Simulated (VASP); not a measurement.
MnSe, 2 atoms in the cell. It takes space group Fm-3m (No. 225, cubic). Conventional cell: a = 5.440 Å, b = 5.440 Å, c = 5.440 Å, α = 90.00°, β = 90.00°, γ = 90.00°. Within 3.6 Å of Mn (site symmetry m-3m) lie 6 Se at 2.72 Å. Se (site symmetry m-3m) has 6 Mn at 2.72 Å within 3.6 Å. 

```yaml
Program: VASP 6.6.1
Task: single point
Functional: PBEsol
Potentials_or_basis: VASP PAW PBE potentials, release 64 (Mn_pv, Se)
Cutoff: 520 eV
k_mesh: 7 × 7 × 7
Occupations: fermi-dirac, width 0.1 eV
Spin: collinear spin, ferromagnetic start
Starting_moments: "[2.8, 0.0] μB"
Hubbard_terms: Mn d U = 2.0 eV
Dipole_correction: no
Further_INCAR_settings: ALGO = Normal; EDIFF = 1e-07; NBANDS = 20
```

Potentials or basis: VASP PAW PBE potentials, release 64 (Mn_pv, Se).

Command:

```bash
$ cat potpaw_PBE.64/Mn_pv/POTCAR potpaw_PBE.64/Se/POTCAR > POTCAR
$ mpirun -np 1 vasp_std > vasp.out
```

Hardware: 1 thread of AMD EPYC 7R13 Processor (Zen 3), with other jobs on the host.

Task: Estimate the wall time of this run.

Result: It took 40 s on 1 thread of AMD EPYC 7R13 Processor (Zen 3) (shared host), peak memory 0.16 GiB. Counts: scf iterations 15, k points 20.
